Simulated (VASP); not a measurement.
# Ge8H3N in VASP: a series of runs, part 2 of 2

VASP 6.6.1. Earlier steps stand in the parts before.

**3. Single point, PBEsol**

File INCAR:

```
  PREC = Accurate
  ENCUT = 520
  EDIFF = 1E-6
  ISMEAR = 0
  SIGMA = 0.05
  LREAL = Auto
  LASPH = True
  NELM = 60
  ALGO = Normal
  ISIF = 2
  LWAVE = False
  LCHARG = False
  GGA = PS
  NBANDS = 138
```

File KPOINTS:

```
regular mesh
0
Gamma
  2 2 1
```

File POSCAR:

```
Ge8H3N
1.0
    8.0044490000      0.0000000000      0.0000000000
    4.0022240000      6.9320560000      0.0000000000
    0.0000000000      0.0000000000     18.1747530000
H Ge N
6 16 2
Direct
    0.1666667467      0.1666667148      0.0550213805
    0.6666666843      0.1666667148      0.0550213805
    0.1666667467      0.6666667148      0.0550213805
    0.6666666843      0.6666667148      0.0550213805
    0.0247177888      0.4802781455      0.4439449053
    0.5049189770      0.4937621681      0.4433089132
    0.1666667467      0.1666667148      0.1403045202
    0.6666666843      0.1666667148      0.1403045202
    0.1666667467      0.6666667148      0.1403045202
    0.6666666843      0.6666667148      0.1403045202
   -0.1671312219      0.3330029359      0.1847872155
    0.3322290250      0.3339724895      0.1818980429
   -0.1717567737      0.8358843322      0.1872271937
    0.3317395764      0.8335039417      0.1837278339
   -0.1430864725      0.3075011223      0.3180992886
    0.3503591588      0.3286335252      0.3152589749
   -0.1191282938      0.8238225427      0.3234825255
    0.3318496449      0.8313348882      0.3181251487
    0.0182162203      0.0003770887      0.3911753849
    0.5316246618     -0.0206771267      0.3233814512
    0.0145026034      0.4847101639      0.3585321352
    0.5180767951      0.4942403812      0.3580518536
    0.6397925168      0.0596636842      0.5712703771
    0.5814235819      0.0447934927      0.5184472108
```

Potentials or basis: VASP PAW PBE potentials, release 64 (H, Ge_d, N).

Started as:

```console
cat potpaw_PBE.64/H/POTCAR potpaw_PBE.64/Ge_d/POTCAR potpaw_PBE.64/N/POTCAR > POTCAR
mpirun -np 1 vasp_std > vasp.out
```

OUTCAR:

```text
PREC = Accurate
   ENCUT = 520
   EDIFF = 1E-6
   ISMEAR = 0
   LREAL = Auto
   LASPH = True
   NELM = 60
   ISIF = 2
   GGA = PS

 ion  position               nearest neighbor table
   1  0.167  0.167  0.055-   7 1.55
   2  0.667  0.167  0.055-   8 1.55
   3  0.167  0.667  0.055-   9 1.55
   4  0.667  0.667  0.055-  10 1.55
   5  0.025  0.480  0.444-  21 1.55
   6  0.505  0.494  0.443-  22 1.55
   7  0.167  0.167  0.140-   1 1.55  12 2.43  14 2.44  11 2.45
   8  0.667  0.167  0.140-   2 1.55  12 2.44  11 2.44  13 2.45
   9  0.167  0.667  0.140-   3 1.55  12 2.43  14 2.43  13 2.50
  10  0.667  0.667  0.140-   4 1.55  13 2.45  11 2.45  14 2.45
  11  0.833  0.333  0.185-  15 2.43   8 2.44  10 2.45   7 2.45
  12  0.332  0.334  0.182-   9 2.43  16 2.43   7 2.43   8 2.44
  13  0.828  0.836  0.187-   8 2.45  10 2.45   9 2.50  17 2.51
  14  0.332  0.834  0.184-   9 2.43   7 2.44  18 2.44  10 2.45
  15  0.857  0.308  0.318-  11 2.43  21 2.44  22 2.46  19 2.51
  16  0.350  0.329  0.315-  20 2.43  12 2.43  22 2.44  21 2.46
  17  0.881  0.824  0.323-  20 2.43  21 2.45  19 2.50  13 2.51
  18  0.332  0.831  0.318-  20 2.42  14 2.44  22 2.45  19 2.55
  19  0.018  0.000  0.391-  17 2.50  15 2.51  18 2.55
  20  0.532  0.979  0.323-  18 2.42  17 2.43  16 2.43
  21  0.015  0.485  0.359-   5 1.55  15 2.44  17 2.45  16 2.46
  22  0.518  0.494  0.358-   6 1.55  16 2.44  18 2.45  15 2.46
  23  0.640  0.060  0.571-  24 1.10
  24  0.581  0.045  0.518-  23 1.10

  LATTYP: Found a hexagonal cell.
 ALAT       =     8.0044485965
 C/A-ratio  =     2.2705815124

  Lattice vectors:

 A1 = (  -4.0022240000,  -6.9320560000,   0.0000000000)
 A2 = (   8.0044490000,   0.0000000000,   0.0000000000)
 A3 = (   0.0000000000,   0.0000000000,  18.1747530000)

Analysis of symmetry for initial positions (statically):
=====================================================================
 Subroutine PRICEL returns:
 Original cell was already a primitive cell.

 Routine SETGRP: Setting up the symmetry group for a
 hexagonal supercell.

 Subroutine GETGRP returns: Found  1 space group operations
 (whereof  1 operations were pure point group operations)
 out of a pool of 24 trial point group operations.

The static configuration has the point symmetry C_1 .

Analysis of symmetry for dynamics (positions and initial velocities):
=====================================================================
 Subroutine PRICEL returns:
 Original cell was already a primitive cell.

 Routine SETGRP: Setting up the symmetry group for a
 hexagonal supercell.

 Subroutine GETGRP returns: Found  1 space group operations
 (whereof  1 operations were pure point group operations)
 out of a pool of 24 trial point group operations.

The dynamic configuration has the point symmetry C_1 .

 Subroutine INISYM returns: Found  1 space group operations
 (whereof  1 operations are pure point group operations),
 and found     1 'primitive' translations

----------------------------------------------------------------------------------------

                                     Primitive cell

  volume of cell :    1008.4678

[... 86 lines left out ...]

 Following reciprocal coordinates:
            Coordinates               Weight
  0.000000  0.000000  0.000000      1.000000
  0.500000  0.000000  0.000000      1.000000
  0.500000  0.500000  0.000000      1.000000
  0.000000  0.500000  0.000000      1.000000
   k-points           NKPTS =      4   k-points in BZ     NKDIM =      4   number of bands    NBANDS=    138
   number of dos      NEDOS =    301   number of ions     NIONS =     24
   total plane-waves  NPLWV = 504000
   dimension x,y,z NGX =    60 NGY =   60 NGZ =  140
   dimension x,y,z NGXF=   120 NGYF=  120 NGZF=  280
   ions per type =               6  16   2
   NGX,Y,Z   is equivalent  to a cutoff of  12.46, 12.46, 12.81 a.u.
   NGXF,Y,Z  is equivalent  to a cutoff of  24.92, 24.92, 25.61 a.u.
 SYSTEM =  unknown system
   PREC   = accura    normal or accurate (medium, high low for compatibility)
   ISTART =      0    job   : 0-new  1-cont  2-samecut
   ICHARG =      2    charge: 1-file 2-atom 10-const
   ISPIN  =      1    spin polarized calculation?
   LNONCOLLINEAR =      F non collinear calculations
   LSORBIT =      F    spin-orbit coupling
   LASPH  =      T    aspherical Exc in radial PAW
   ENCUT  =  520.0 eV  38.22 Ry    6.18 a.u.  14.88 14.88 33.79*2*pi/ulx,y,z
   NELM   =     60;   NELMIN=  2; NELMDL= -5     # of ELM steps
   EDIFF  = 0.1E-05   stopping-criterion for ELM
   LREAL  =      T    real-space projection
   EDIFFG = 0.1E-04   stopping-criterion for IOM
   NSW    =      0    number of steps for IOM
   IBRION =     -1    ionic relax: 0-MD 1-quasi-New 2-CG
   NFREE  =      0    steps in history (QN), initial steepest desc. (CG)
   ISIF   =      2    stress and relaxation
   ISYM   =      2    0-nonsym 1-usesym 2-fastsym
   POTIM  = 0.5000    time-step for ionic-motion
   TEBEG  =    0.0;   TEEND  =   0.0 temperature during run
   PSTRESS=    0.0 pullay stress
   NELECT =     240.0000    total number of electrons
   NUPDOWN=      -1.0000    fix difference up-down
   EMIN   =  10.00;   EMAX   =-10.00  energy-range for DOS
   EFERMI =   0.00;   METHOD = LEGACY
   ISMEAR =     0;   SIGMA  =   0.05  broadening in eV -4-tet -1-fermi 0-gaus
   EFERMI_NEDOS =   21; number of points for ismear=-14 and -15
   IALGO  =     38    algorithm
   IMIX   =      4    mixing-type and parameters
     AMIX     =   0.40;   BMIX     =  1.00
     AMIX_MAG =   1.60;   BMIX_MAG =  1.00
  volume/ion in A,a.u.               =      42.02       283.56
  Fermi-wavevector in a.u.,A,eV,Ry     =   1.014514  1.917153 14.003633  1.029238
  Thomas-Fermi vector in A             =   2.147746
   LORBIT       =      0    0 simple, 1 ext, 2 COOP (PROOUT), +10 PAW based schemes
   GGA     = PS    functional components
   LHFCALC =     F    Hartree Fock is set to
   AEXX    =    0.0000 exact exchange contribution
   IVDW    =     0    specifies the selected vdW correction
   LEPSILON=     F    determine dielectric tensor
   LRPA    =     F    only Hartree local field effects (RPA)
 non-spin polarized calculation
 Gauss-broadening in eV      SIGMA  =   0.05
  energy-cutoff  :      520.00
  volume of cell :     1008.47
 maximum number of plane-waves:     27152
 NGX is ok and might be reduce to    60
   NGX = 29   NGY = 29   NGZ = 67

 number of electron     240.0000040 magnetization

 Free energy of the ion-electron system (eV)
  ---------------------------------------------------
  ext. energy  EPLUGINS =         0.00000000
  ---------------------------------------------------
  free energy    TOTEN  =      -111.20422109 eV

  energy without entropy =     -111.20410441  energy(sigma->0) =     -111.20416275

 E-fermi :  -0.9668     XC(G=0):  -4.8873

 val. band max:       -1.0763131748   @ k =   0.0000   0.0000   0.0000
 cond. band min:      -0.8573420479   @ k =   0.0000   0.0000   0.0000
 fundamental gap:      0.2189711269
 Fermi energy:        -0.9668276115

 k-point     1 :       0.0000    0.0000    0.0000
  band No.  band energies     occupation
      1     -25.7423      2.00000
      2     -25.6783      2.00000
      3     -25.6658      2.00000
      4     -25.6142      2.00000
      5     -25.5940      2.00000
      6     -25.4718      2.00000
[... 529 lines left out ...]
    131       2.1528      0.00000
    132       2.3079      0.00000
 [bands above 132 left out]

------------------------ aborting loop because EDIFF is reached ----------------------------------------

  FORCE on cell =-STRESS in cart. coord.  units (eV):
  Direction    XX          YY          ZZ          XY          YZ          ZX
  --------------------------------------------------------------------------------------
  -------------------------------------------------------------------------------------
  Total        0.5924713      1.3563262      1.3893901      1.9275104      0.1953791      0.6703787
  in kB        0.9412735      2.1548284      2.2073580      3.0622828      0.3104035      1.0650469
  external PRESSURE =       1.7678200 kB  Pullay stress =       0.0000000 kB

 VOLUME and BASIS-vectors are now :
 -----------------------------------------------------------------------------
  energy-cutoff  :      520.00
  volume of cell :     1008.47
      direct lattice vectors                 reciprocal lattice vectors
     8.004449000  0.000000000  0.000000000     0.124930523 -0.072128664  0.000000000
     4.002224000  6.932056000  0.000000000     0.000000000  0.144257346  0.000000000
     0.000000000  0.000000000 18.174753000     0.000000000  0.000000000  0.055021380

 POSITION                                       TOTAL-FORCE (eV/Angst)
 -----------------------------------------------------------------------------------
      2.00111      1.15534      1.00000         0.040355     -0.015563     -0.002048
      6.00334      1.15534      1.00000         0.019905     -0.065355      0.007462
      4.00222      4.62137      1.00000        -0.051061      0.041034     -0.078060
      8.00445      4.62137      1.00000         0.061377      0.022030     -0.027870
      2.12003      3.32932      8.06859        -0.001140      0.000712     -0.021005
      6.01774      3.42279      8.05703         0.001727      0.000011     -0.020910
[... 16 lines left out ...]
      5.35997      0.41359     10.38270         0.896997      0.177005      1.645397
      4.83325      0.31051      9.42265        -0.906770     -0.176487     -1.645892
 -----------------------------------------------------------------------------------
    total drift:                                0.005601     -0.001145     -0.010215

  FREE ENERGIE OF THE ION-ELECTRON SYSTEM (eV)
  ---------------------------------------------------
  free  energy   TOTEN  =      -111.2042210919 eV

  energy  without entropy=     -111.2041044124  energy(sigma->0) =     -111.20416275
```

Run time: 22 min. Hardware: 1 thread of Intel Xeon Platinum 8259CL at 2.50GHz (Skylake/Cascade Lake), shared host; peak memory 1.1 GiB.

What came out:

| Property | Result |
| --- | --- |
| Free energy | -111.2042 eV |
| Largest force | 1.887 eV/Å |
| Band gap on the k mesh | 0.22 eV |

Forces on the atoms (eV/Å):
```
H    0.040 -0.016 -0.002
H    0.020 -0.065  0.007
H   -0.051  0.041 -0.078
H    0.061  0.022 -0.028
H   -0.001  0.001 -0.021
H    0.002  0.000 -0.021
Ge  -0.014 -0.048 -0.013
Ge   0.088  0.044 -0.044
Ge  -0.106  0.109  0.011
Ge  -0.029 -0.087  0.149
Ge   0.000  0.000  0.002
Ge   0.000  0.001  0.000
Ge   0.000  0.000 -0.004
Ge  -0.001  0.000 -0.002
Ge   0.003  0.004 -0.003
Ge   0.000 -0.001 -0.004
Ge  -0.003  0.001  0.002
Ge   0.007  0.000 -0.002
Ge  -0.003 -0.001  0.003
Ge  -0.001 -0.001  0.005
Ge   0.002 -0.003  0.022
Ge  -0.006 -0.001  0.020
N    0.897  0.177  1.645
N   -0.907 -0.176 -1.646
```

Caveat: the k points lie up to 0.45 Å⁻¹ apart; the standard files for N, O and F lose accuracy on very short bonds; there is no dipole correction, which matters where the two faces differ; semilocal functionals underestimate gaps, and a narrow one can read as zero; the PAW data sets were made with another functional, which shifts forces and pressure a little.

**4. Single point, PBEsol**

File INCAR:

```
SYSTEM = Ge8H3N
PREC = Accurate ; ENCUT = 520
EDIFF = 1E-6 ; ISMEAR = 0
SIGMA = 0.05 ; LREAL = Auto
LASPH = .TRUE. ; NELM = 100
ALGO = Normal ; ISIF = 2
LWAVE = .FALSE. ; LCHARG = .FALSE.
GGA = PS ; NBANDS = 138
```

File KPOINTS:

```
regular mesh
0
G
  2 2 1
  0 0 0
```

File POSCAR:

```
Ge8H3N
1.0
    8.0044490000      0.0000000000      0.0000000000
    4.0022240000      6.9320560000      0.0000000000
    0.0000000000      0.0000000000     18.1747530000
H Ge N
6 16 2
Direct
    0.1666667467      0.1666667148      0.0550213805
    0.6666666843      0.1666667148      0.0550213805
    0.1666667467      0.6666667148      0.0550213805
    0.6666666843      0.6666667148      0.0550213805
    0.0243939434      0.4806067637      0.4439341762
    0.5046434711      0.4940750623      0.4432978539
    0.1666667467      0.1666667148      0.1403045202
    0.6666666843      0.1666667148      0.1403045202
    0.1666667467      0.6666667148      0.1403045202
    0.6666666843      0.6666667148      0.1403045202
   -0.1671683526      0.3330219779      0.1847857300
    0.3322040248      0.3339717683      0.1818979878
   -0.1717307308      0.8358592314      0.1871732177
    0.3317434527      0.8335206755      0.1837082463
   -0.1432889879      0.3076130660      0.3181022598
    0.3500439390      0.3288566913      0.3152647522
   -0.1195337089      0.8240204638      0.3233879437
    0.3316549442      0.8314681820      0.3181067165
    0.0179731131      0.0003825705      0.3910931279
    0.5312329958     -0.0203935167      0.3233576269
    0.0141541140      0.4849581423      0.3585214060
    0.5178455205      0.4943816092      0.3580408493
    0.6502277638      0.0689841513      0.5719162181
    0.5945733066      0.0618771689      0.5173737987
```

Started as:

```console
cat potpaw_PBE.64/H/POTCAR potpaw_PBE.64/Ge_d/POTCAR potpaw_PBE.64/N/POTCAR > POTCAR
mpirun -np 1 vasp_std > vasp.out
```

Run time: 39 min. Hardware: 1 thread of Intel Xeon 8259CL, shared host; peak memory 1.1 GiB.

The run converged. Its results:

```yaml
Free_energy: -111.2027 eV
Largest_force: 1.892 eV/Å
Band_gap_on_the_k_mesh: 0.22 eV
```

Forces in eV/Å, atoms in the order of the input:
```
H    0.040 -0.015 -0.002
H    0.020 -0.064  0.008
H   -0.051  0.041 -0.078
H    0.061  0.022 -0.028
H   -0.001  0.000 -0.021
H    0.002  0.000 -0.021
Ge  -0.015 -0.046 -0.014
Ge   0.087  0.045 -0.045
Ge  -0.105  0.108  0.008
Ge  -0.028 -0.087  0.146
Ge   0.001  0.000  0.003
Ge   0.001  0.002  0.000
Ge   0.000  0.000 -0.005
Ge  -0.002 -0.001  0.000
Ge   0.003  0.005 -0.004
Ge   0.000 -0.002 -0.004
Ge  -0.002  0.000  0.005
Ge   0.007 -0.002 -0.004
Ge  -0.003 -0.001  0.004
Ge   0.001 -0.001  0.003
Ge   0.003 -0.003  0.022
Ge  -0.005 -0.001  0.021
N    0.807  0.086  1.709
N   -0.819 -0.086 -1.702
```

Levels at points of the mesh, in eV from the valence-band top:
```tsv
k point	band 118	band 119	band 120	band 121	band 122	band 123
(0.00, 0.00, 0.00)	-0.63	-0.14	0.00	0.22	0.97	1.12
(0.50, 0.00, 0.00)	-0.83	-0.71	-0.60	0.71	1.74	1.81
(0.50, 0.50, 0.00)	-0.83	-0.64	-0.58	0.65	1.75	1.95
(0.00, 0.50, 0.00)	-0.78	-0.68	-0.63	0.61	1.74	1.90
```

Caveat: the k points lie up to 0.45 Å⁻¹ apart; the standard files for N, O and F lose accuracy on very short bonds; there is no dipole correction, which matters where the two faces differ; semilocal functionals underestimate gaps, and a narrow one can read as zero; the PAW data sets were made with another functional, which shifts forces and pressure a little.

**5. Overview**

```csv
cell,gap on the mesh (eV),largest force (eV/Å)
"as given, atomic positions A",0.21,1.85
"as given, atomic positions B",0.22,1.89
"as given, atomic positions C",0.22,1.89
```

Alike in all rows: task single point; level PBEsol; potentials or basis VASP PAW PBE potentials, release 64 (H, Ge_d, N); no spin polarisation; k mesh 2 × 2 × 1; cutoff (eV) 520; smearing gaussian 0.05 eV.

Caveats: all runs use coarse meshes; the standard files for N, O and F lose accuracy on very short bonds; there is no dipole correction, which matters where the two faces differ; semilocal functionals underestimate gaps, and a narrow one can read as zero; the PAW data sets were made with another functional, which shifts forces and pressure a little.

Absolute energies hang on the potentials; compare differences alone.
